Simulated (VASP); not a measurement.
A run of VASP 6.6.1:

POSCAR

```
Nb
1.0
   -1.6858465900      1.6858465900      1.6858465900
    1.6858465900     -1.6858465900      1.6858465900
    1.6858465900      1.6858465900     -1.6858465900
Nb
1
Direct
    0.0000000000      0.0000000000      0.0000000000
```

INCAR.step1

```
PREC     = Accurate       # precision mode
ENCUT    = 550            # plane-wave cutoff, eV
ISMEAR   = -1             # smearing method
SIGMA    = 0.05           # smearing width, eV
LREAL    = False          # projectors in reciprocal space
LASPH    = True           # aspherical terms in the spheres
NELM     = 120            # most SCF steps
NBANDS   = 12             # bands
GGA      = PE             # functional
ALGO     = Normal         # electronic algorithm
EDIFF    = 1E-5           # SCF threshold, eV
LWAVE    = True           # write WAVECAR
LCHARG   = False          # write CHGCAR
GGA_COMPAT= False
```

INCAR.step2

```
PREC     = Accurate       # precision mode
ENCUT    = 550            # plane-wave cutoff, eV
EDIFF    = 1E-6           # SCF threshold, eV
ISMEAR   = -1             # smearing method
SIGMA    = 0.05           # smearing width, eV
LREAL    = False          # projectors in reciprocal space
LASPH    = True           # aspherical terms in the spheres
NELM     = 120            # most SCF steps
ALGO     = Normal         # electronic algorithm
ISIF     = 2              # what is computed and relaxed
LWAVE    = False          # write WAVECAR
LCHARG   = True           # write CHGCAR
METAGGA  = R2SCAN         # meta-GGA
LMIXTAU  = True         
LELF     = True           # ELF
LVHAR    = True         
NBANDS   = 12             # bands
ISTART   = 1            
GGA_COMPAT= False
```

File KPOINTS:

```
regular mesh
0
Gamma
  11 11 11
```

Potentials or basis: VASP PAW PBE potentials, release 64 (Nb_sv).

The run is started by

```sh
$ cat potpaw_PBE.64/Nb_sv/POTCAR > POTCAR
$ cp INCAR.step1 INCAR
$ mpirun -np 1 vasp_std > vasp.out
$ cp INCAR.step2 INCAR
$ mpirun -np 1 vasp_std > vasp.out
```

Hardware: 1 thread of Intel(R) Xeon(R) 6975P-C (Granite Rapids) (shared host).

**Question.** Estimate the wall time of this run.

**Answer.** Wall time 43 s on 1 thread of Intel(R) Xeon(R) 6975P-C (Granite Rapids) (shared host), peak memory 0.14 GiB. Counts: k points 56.
